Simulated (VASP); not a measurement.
# Be2Cu11Ni3: single point with PBE

System: Be2Cu11Ni3.

```
Cu Ni Be
1.0
     5.61518   -0.11258   -0.04180
    -0.11258    5.63414   -0.02601
    -0.04180   -0.02601    5.82234
Cu Ni Be
11 3 2
Cartesian
  4.5933 0.1613 4.3626
  0.3622 4.4962 5.6883
  2.0190 0.1611 1.4275
  3.4029 1.7404 -0.0750
  2.0559 0.0998 4.1978
  4.9897 2.7677 1.3222
  3.2615 4.3772 5.8359
  3.3373 1.7445 2.8591
  3.4469 4.2196 2.7895
  1.8360 3.0187 1.3764
  0.5111 1.6510 3.0106
  1.6868 3.0060 4.4358
  4.8383 0.3361 1.2790
  0.4059 4.4628 2.9088
  4.9655 2.9370 4.2695
  0.6313 1.3688 5.7016
```

```yaml
Program: VASP 6.6.1
Task: single point
Functional: PBE
Potentials_or_basis: VASP PAW PBE potentials, release 64 (Cu, Ni, Be)
Cutoff: 400 eV
k_mesh: 1 × 1 × 1, shifted
Occupations: fermi-dirac, width 0.05 eV
Spin: no spin polarisation
Dipole_correction: no
Further_INCAR_settings: LREAL = Auto; ALGO = Normal; EDIFF = 1e-06; NBANDS = 92; ISYM = -1
```

- Pressure: -1.3 GPa
- Largest force: 0.884 eV/Å
- Band gap on the k mesh: zero (an odd number of electrons rules out a gap without spin polarisation)

Forces on the atoms (eV/Å):
```
Cu   0.642  0.450 -0.368
Cu   0.053  0.365  0.465
Cu  -0.357  0.564  0.227
Cu  -0.609 -0.062 -0.596
Cu   0.093  0.191  0.469
Cu  -0.341  0.708 -0.406
Cu   0.278 -0.748 -0.247
Cu   0.117 -0.166  0.211
Cu   0.146  0.203 -0.027
Cu  -0.244 -0.126 -0.134
Cu  -0.025 -0.844 -0.145
Ni   0.701 -0.144  0.411
Ni   0.281 -0.717  0.298
Ni  -0.471  0.010 -0.098
Be  -0.313 -0.167  0.004
Be   0.048  0.485 -0.066
```

Stress tensor (GPa, compression positive):
```
-2.88  2.67  4.22
 2.67 -2.39  2.90
 4.22  2.90  1.46
```

Levels at points of the mesh, in eV from the Fermi level:
| k point | band 73 | band 74 | band 75 | band 76 | band 77 | band 78 | band 79 | band 80 | band 81 | band 82 |
| --- | --- | --- | --- | --- | --- | --- | --- | --- | --- | --- |
| (0.25, 0.25, 0.25) | -1.33 | -1.21 | -1.15 | -0.88 | -0.81 | 0.00 | 0.22 | 0.39 | 0.73 | 0.88 |

Wall time 2.5 min on 1 thread of Intel Xeon 8259CL, with other jobs on the host, peak memory 0.25 GiB.

Caveat: the atoms stand as in a frame of molecular dynamics. Spin polarisation is off, so any magnetic state and its effect on volume and gap are missing.
